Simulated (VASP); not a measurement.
# Sc: single point with PBE

Sc, a slab with vacuum:

```xyz
16
Lattice="6.6389 0.0000 0.0000 -3.3195 5.7495 0.0000 0.0000 0.0000 25.6851" Properties=species:S:1:pos:R:3 pbc="T T T"
Sc    1.6597    0.9582    4.0000
Sc    0.0000    3.8330    4.0000
Sc    4.9792    0.9582    4.0000
Sc    3.3195    3.8330    4.0000
Sc    0.0000    1.9165    6.5813
Sc   -1.6597    4.7912    6.5813
Sc    3.3195    1.9165    6.5813
Sc    1.6597    4.7912    6.5813
Sc    1.6597    0.9582    9.1875
Sc    0.0000    3.8330    9.1875
Sc    4.9792    0.9582    9.1875
Sc    3.3195    3.8330    9.1875
Sc    0.0000    1.9165   11.6851
Sc   -1.6597    4.7912   11.6851
Sc    3.3195    1.9165   11.6851
Sc    1.6597    4.7912   11.6851
```

- Program: VASP 6.6.1
- Task: single point
- Functional: PBE
- Potentials or basis: VASP PAW PBE potentials, release 64 (Sc_sv)
- Cutoff: 520 eV
- k mesh: 6 × 6 × 1
- Occupations: gaussian, width 0.1 eV
- Spin: no spin polarisation

| Item | Value |
| --- | --- |
| Largest force | 0.156 eV/Å |
| Band gap on the k mesh | zero (bands 88 and 89 overlap by 0.13 eV) |

Forces in eV/Å, atoms in the order of the input:
```
Sc   0.000  0.000  0.153
Sc   0.000  0.000  0.153
Sc   0.000  0.000  0.153
Sc   0.000  0.000  0.153
Sc   0.000  0.000 -0.156
Sc   0.000  0.000 -0.156
Sc   0.000  0.000 -0.156
Sc   0.000  0.000 -0.156
Sc   0.000  0.000 -0.010
Sc   0.000  0.000 -0.010
Sc   0.000  0.000 -0.010
Sc   0.000  0.000 -0.010
Sc   0.000  0.000  0.014
Sc   0.000  0.000  0.014
Sc   0.000  0.000  0.014
Sc   0.000  0.000  0.014
```

Levels at points of the mesh, in eV from the Fermi level:
| k point | band 85 | band 86 | band 87 | band 88 | band 89 | band 90 | band 91 | band 92 | band 93 | band 94 |
| --- | --- | --- | --- | --- | --- | --- | --- | --- | --- | --- |
| (0.00, 0.00, 0.00) | -0.21 | -0.21 | -0.11 | -0.11 | -0.11 | 0.04 | 0.08 | 0.46 | 0.46 | 0.46 |
| (0.50, 0.00, 0.00) | -0.11 | -0.11 | -0.01 | -0.01 | 0.00 | 0.00 | 0.08 | 0.08 | 0.12 | 0.12 |

Wall time 42 min on 1 thread of Intel(R) Xeon(R) Platinum 8488C (Sapphire Rapids) (shared host), peak memory 1.1 GiB.
